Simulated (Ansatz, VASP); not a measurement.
# One calculation of SiC, two programs

```
Si C
1.0
     3.01374    0.00000    0.00000
    -1.50687    2.60998    0.00000
     0.00000    0.00000    5.34095
Si C
2 2
Cartesian
  0.0000 1.7400 0.0244
  1.5069 0.8700 2.6949
  0.0000 1.7400 2.0319
  1.5069 0.8700 4.7024
```

Alike in both runs: task single point; functional PBE; k mesh 12 × 12 × 6; occupations gaussian, width 0.05 eV; no spin polarisation.

```csv
,VASP,Ansatz
version,VASP 6.6.1,Ansatz 0.2.0
potentials or method,"VASP PAW PBE potentials, release 64 (Si, C), cutoff 520 eV","scalar-relativistic, plane waves, PAW"
valence electrons in the cell,16,16
```

VASP gave:

```
gap on the k mesh at the Fermi level (eV)                     : 2.01
least direct gap on the mesh (eV)                             : 4.28
pressure (GPa)                                                : 1.9
traceless stress, the component that is largest in VASP (GPa) : -26.11
rms of the force components (eV/Å)                            : 0.246
```

Problem. What did Ansatz give for the same quantities?

Solution. gap on the k mesh at the Fermi level (eV): 2.02; least direct gap on the mesh (eV): 4.27; pressure (GPa): 1.9; traceless stress, the component that is largest in VASP (GPa): -26.01; rms of the force components (eV/Å): 0.247.

Atom by atom the forces differ by 0.001 eV/Å (rms over components).
